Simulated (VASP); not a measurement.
# CdS (P6_3mc) in VASP: single point with PBE

Aim: the single point of CdS with PBE.

All numbers are computed with VASP 6.6.1; they aren't measurements. Logs are shortened: lines on timing, memory, paths and dates and some standing lists are left out, and cuts for length are marked.

## Step 1: The cell of the first run

It takes space group P6_3mc (No. 186, hexagonal). The conventional cell has a = 4.164 Å, b = 4.164 Å, c = 6.768 Å, α = 90.00°, β = 90.00°, γ = 120.00°. Within 3.4 Å of Cd (site symmetry 3m) lie 4 S at 2.54 to 2.55 Å. Within 3.4 Å of S (site symmetry 3m) lie 4 Cd at 2.54 to 2.55 Å.

## Step 2: Single point, PBE

File INCAR:

```
SYSTEM = CdS
ALGO = Normal
EDIFF = 1E-6
ENCUT = 520
GGA = PE
ISIF = 2
ISMEAR = 0
LASPH = .TRUE.
LCHARG = .FALSE.
LREAL = Auto
LWAVE = .FALSE.
NBANDS = 166
NELM = 60
PREC = Accurate
SIGMA = 0.01
```

File KPOINTS:

```
Automatic mesh
0
Gamma
  1 1 1
  0.25 0.25 0.25
```

File POSCAR:

```
CdS
1.0
    8.3277842477     -0.0000000577      0.0000000000
   -4.1638920739      7.2120727445      0.0000000000
    0.0000000000      0.0000000000     13.5350132752
Cd S
16 16
Direct
    0.3333333334      0.1666666666      0.2500526156
    0.1666666666      0.3333333334      0.0000526156
    0.3333333334      0.1666666666      0.7500526156
    0.1666666666      0.3333333334      0.5000526156
    0.3333333334      0.6666666666      0.2500526156
    0.1666666666      0.8333333333      0.0000526156
    0.3333333334      0.6666666666      0.7500526156
    0.1666666666      0.8333333333      0.5000526156
    0.8333333333      0.1666666666      0.2500526156
    0.6666666666      0.3333333334      0.0000526156
    0.8333333333      0.1666666666      0.7500526156
    0.6666666666      0.3333333334      0.5000526156
    0.8333333333      0.6666666666      0.2500526156
    0.6666666666      0.8333333333      0.0000526156
    0.8333333333      0.6666666666      0.7500526156
    0.6666666666      0.8333333333      0.5000526156
    0.3333333334      0.1666666666      0.4384473844
    0.1666666666      0.3333333334      0.1884473844
    0.3333333334      0.1666666666      0.9384473844
    0.1666666666      0.3333333334      0.6884473844
    0.3333333334      0.6666666666      0.4384473844
    0.1666666666      0.8333333333      0.1884473844
    0.3333333334      0.6666666666      0.9384473844
    0.1666666666      0.8333333333      0.6884473844
    0.8333333333      0.1666666666      0.4384473844
    0.6666666666      0.3333333334      0.1884473844
    0.8333333333      0.1666666666      0.9384473844
    0.6666666666      0.3333333334      0.6884473844
    0.8333333333      0.6666666666      0.4384473844
    0.6666666666      0.8333333333      0.1884473844
    0.8333333333      0.6666666666      0.9384473844
    0.6666666666      0.8333333333      0.6884473844
```

Potentials or basis: VASP PAW PBE potentials, release 64 (Cd, S).

The run is started by

```bash
cat potpaw_PBE.64/Cd/POTCAR potpaw_PBE.64/S/POTCAR > POTCAR
mpirun -np 1 vasp_std > vasp.out
```

OUTCAR:

```text
SYSTEM = CdS
   EDIFF = 1E-6
   ENCUT = 520
   GGA = PE
   ISIF = 2
   ISMEAR = 0
   LASPH = .TRUE.
   LREAL = Auto
   NELM = 60
   PREC = Accurate

 ion  position               nearest neighbor table
   1  0.333  0.167  0.250-  26 2.54  22 2.54  18 2.54  17 2.55
   2  0.167  0.333  0.000-  23 2.54  27 2.54  19 2.54  18 2.55
   3  0.333  0.167  0.750-  28 2.54  24 2.54  20 2.54  19 2.55
   4  0.167  0.333  0.500-  21 2.54  25 2.54  17 2.54  20 2.55
   5  0.333  0.667  0.250-  18 2.54  30 2.54  22 2.54  21 2.55
   6  0.167  0.833  0.000-  19 2.54  31 2.54  23 2.54  22 2.55
[... 33 lines left out ...]
 A1 = (   8.3277842477,  -0.0000000577,   0.0000000000)
 A2 = (  -4.1638920739,   7.2120727445,   0.0000000000)
 A3 = (   0.0000000000,   0.0000000000,  13.5350132752)

Analysis of symmetry for initial positions (statically):
=====================================================================
 Subroutine PRICEL returns following result:

  LATTYP: Found a hexagonal cell.
 ALAT       =     4.1638921239
 C/A-ratio  =     1.6252838537

  Lattice vectors:

 A1 = (   4.1638921239,  -0.0000000289,   0.0000000000)
 A2 = (  -2.0819460374,   3.6060363730,   0.0000000000)
 A3 = (   0.0000000000,   0.0000000000,   6.7675066376)

   8 primitive cells build up your supercell.

 Routine SETGRP: Setting up the symmetry group for a
 hexagonal supercell.

 Subroutine GETGRP returns: Found 12 space group operations
 (whereof  6 operations were pure point group operations)
 out of a pool of 24 trial point group operations.

The static configuration has the point symmetry C_3v.
 The point group associated with its full space group is C_6v.

Analysis of symmetry for dynamics (positions and initial velocities):
=====================================================================
 Subroutine PRICEL returns following result:

  LATTYP: Found a hexagonal cell.
 ALAT       =     4.1638921239
 C/A-ratio  =     1.6252838537

  Lattice vectors:

 A1 = (   4.1638921239,  -0.0000000289,   0.0000000000)
 A2 = (  -2.0819460374,   3.6060363730,   0.0000000000)
 A3 = (   0.0000000000,   0.0000000000,   6.7675066376)

   8 primitive cells build up your supercell.

 Routine SETGRP: Setting up the symmetry group for a
 hexagonal supercell.

 Subroutine GETGRP returns: Found 12 space group operations
 (whereof  6 operations were pure point group operations)
 out of a pool of 24 trial point group operations.

[... 85 lines left out ...]
   IBRION =     -1    ionic relax: 0-MD 1-quasi-New 2-CG
   NFREE  =      0    steps in history (QN), initial steepest desc. (CG)
   ISIF   =      2    stress and relaxation
   ISYM   =      2    0-nonsym 1-usesym 2-fastsym
   POTIM  = 0.5000    time-step for ionic-motion
   TEBEG  =    0.0;   TEEND  =   0.0 temperature during run
   PSTRESS=    0.0 pullay stress
   NELECT =     288.0000    total number of electrons
   NUPDOWN=      -1.0000    fix difference up-down
   EMIN   =  10.00;   EMAX   =-10.00  energy-range for DOS
   EFERMI =   0.00;   METHOD = LEGACY
   ISMEAR =     0;   SIGMA  =   0.01  broadening in eV -4-tet -1-fermi 0-gaus
   EFERMI_NEDOS =   21; number of points for ismear=-14 and -15
   IALGO  =     38    algorithm
   IMIX   =      4    mixing-type and parameters
     AMIX     =   0.40;   BMIX     =  1.00
     AMIX_MAG =   1.60;   BMIX_MAG =  1.00
  volume/ion in A,a.u.               =      25.40       171.43
  Fermi-wavevector in a.u.,A,eV,Ry     =   1.158394  2.189047 18.257336  1.341876
  Thomas-Fermi vector in A             =   2.294996
   LORBIT       =      0    0 simple, 1 ext, 2 COOP (PROOUT), +10 PAW based schemes
   GGA     = PE    functional components
   LHFCALC =     F    Hartree Fock is set to
   AEXX    =    0.0000 exact exchange contribution
   IVDW    =     0    specifies the selected vdW correction
   LEPSILON=     F    determine dielectric tensor
   LRPA    =     F    only Hartree local field effects (RPA)
 non-spin polarized calculation
 Gauss-broadening in eV      SIGMA  =   0.01
  energy-cutoff  :      520.00
  volume of cell :      812.92
 maximum number of plane-waves:     21888
 NGX is ok and might be reduce to    64
   NGX = 31   NGY = 31   NGZ = 51

 number of electron     288.0000045 magnetization

 Free energy of the ion-electron system (eV)
  ---------------------------------------------------
  ext. energy  EPLUGINS =         0.00000000
  ---------------------------------------------------
  free energy    TOTEN  =      -100.42330764 eV

  energy without entropy =     -100.42330764  energy(sigma->0) =     -100.42330764

 E-fermi :   0.7820     XC(G=0):  -9.0483

 val. band max:        0.6879296806   @ k =   0.2500   0.2500   0.2500
 cond. band min:       3.9264310932   @ k =   0.2500   0.2500   0.2500
 fundamental gap:      3.2385014126
 Fermi energy:         0.7820039181

 k-point     1 :       0.2500    0.2500    0.2500
  band No.  band energies     occupation
      1     -11.0076      2.00000
      2     -10.9154      2.00000
      3     -10.8716      2.00000
      4     -10.8716      2.00000
      5     -10.8038      2.00000
      6     -10.8038      2.00000
[... 148 lines left out ...]
    155       5.4453      0.00000
    156       5.5671      0.00000
 [bands above 156 left out]

------------------------ aborting loop because EDIFF is reached ----------------------------------------

  FORCE on cell =-STRESS in cart. coord.  units (eV):
  Direction    XX          YY          ZZ          XY          YZ          ZX
  --------------------------------------------------------------------------------------
  -------------------------------------------------------------------------------------
  Total        3.7723576      3.7723576     10.1155023     -0.0000000      0.0000000      0.0000000
  in kB        7.4349010      7.4349010     19.9365400     -0.0000000      0.0000000      0.0000000
  external PRESSURE =      11.6021140 kB  Pullay stress =       0.0000000 kB

 VOLUME and BASIS-vectors are now :
 -----------------------------------------------------------------------------
  energy-cutoff  :      520.00
  volume of cell :      812.92
      direct lattice vectors                 reciprocal lattice vectors
     8.327784248 -0.000000058  0.000000000     0.120079961  0.069328196  0.000000000
    -4.163892074  7.212072745  0.000000000     0.000000001  0.138656395  0.000000000
     0.000000000  0.000000000 13.535013275     0.000000000  0.000000000  0.073882454

 POSITION                                       TOTAL-FORCE (eV/Angst)
 -----------------------------------------------------------------------------------
      2.08195      1.20201      3.38447        -0.000000      0.000000     -0.079507
      0.00000      2.40402      0.00071        -0.000000     -0.000000     -0.079507
      2.08195      1.20201     10.15197         0.000000      0.000000     -0.079507
      0.00000      2.40402      6.76822         0.000000     -0.000000     -0.079507
      0.00000      4.80805      3.38447        -0.000000     -0.000000     -0.079507
     -2.08195      6.01006      0.00071         0.000000     -0.000000     -0.079507
[... 24 lines left out ...]
      4.16389      4.80805     12.70190         0.000000     -0.000000      0.079507
      2.08195      6.01006      9.31814        -0.000000     -0.000000      0.079507
 -----------------------------------------------------------------------------------
    total drift:                               -0.000001      0.000001     -0.029361

  FREE ENERGIE OF THE ION-ELECTRON SYSTEM (eV)
  ---------------------------------------------------
  free  energy   TOTEN  =      -100.4233076351 eV

  energy  without entropy=     -100.4233076351  energy(sigma->0) =     -100.42330764
```

OSZICAR:

```text
N       E                     dE             d eps       ncg     rms          rms(c)
DAV:   1     0.218701328698E+04    0.21870E+04   -0.13976E+05   332   0.160E+03
DAV:   2     0.662315347735E+02   -0.21208E+04   -0.20630E+04   362   0.399E+02
DAV:   3    -0.104911431738E+03   -0.17114E+03   -0.17020E+03   376   0.106E+02
[... 11 lines left out ...]
DAV:  15    -0.100423411673E+03    0.24586E-03   -0.60840E-04   344   0.464E-02    0.150E-01
DAV:  16    -0.100423313784E+03    0.97888E-04   -0.18849E-04   416   0.303E-02    0.278E-02
DAV:  17    -0.100423311753E+03    0.20316E-05   -0.18560E-05   376   0.112E-02    0.156E-02
DAV:  18    -0.100423306665E+03    0.50880E-05   -0.94021E-06   344   0.934E-03    0.135E-02
DAV:  19    -0.100423307635E+03   -0.97024E-06   -0.92262E-07   200   0.319E-03
   1 F= -.10042331E+03 E0= -.10042331E+03  d E =-.207266E-40
```

Wall time 3.8 min (1 thread of Intel Xeon 6975P-C (Granite Rapids), shared host); peak memory 0.89 GiB.

What came out:

| Property | Result |
| --- | --- |
| Free energy | -100.4233 eV |
| Pressure | 1.2 GPa |
| Largest force | 0.080 eV/Å |
| Band gap on the k mesh | 3.24 eV |

Forces in eV/Å, atoms in the order of the input:
```
Cd   0.000  0.000 -0.080
Cd   0.000  0.000 -0.080
Cd   0.000  0.000 -0.080
Cd   0.000  0.000 -0.080
Cd   0.000  0.000 -0.080
Cd   0.000  0.000 -0.080
Cd   0.000  0.000 -0.080
Cd   0.000  0.000 -0.080
Cd   0.000  0.000 -0.080
Cd   0.000  0.000 -0.080
Cd   0.000  0.000 -0.080
Cd   0.000  0.000 -0.080
Cd   0.000  0.000 -0.080
Cd   0.000  0.000 -0.080
Cd   0.000  0.000 -0.080
Cd   0.000  0.000 -0.080
S    0.000  0.000  0.080
S    0.000  0.000  0.080
S    0.000  0.000  0.080
S    0.000  0.000  0.080
S    0.000  0.000  0.080
S    0.000  0.000  0.080
S    0.000  0.000  0.080
S    0.000  0.000  0.080
S    0.000  0.000  0.080
S    0.000  0.000  0.080
S    0.000  0.000  0.080
S    0.000  0.000  0.080
S    0.000  0.000  0.080
S    0.000  0.000  0.080
S    0.000  0.000  0.080
S    0.000  0.000  0.080
```

Levels at points of the mesh, in eV from the valence-band top:
```csv
k point,band 140,band 141,band 142,band 143,band 144,band 145,band 146,band 147,band 148,band 149
"(0.25, 0.25, 0.25)",-0.34,-0.34,-0.30,-0.03,0.00,3.24,3.88,3.97,3.97,4.11
```

Caveat: the k points lie up to 0.87 Å⁻¹ apart, too coarse for converged energies, forces and pressures; a shifted mesh leaves out Γ, where band edges can lie. A k mesh can miss the band edges.
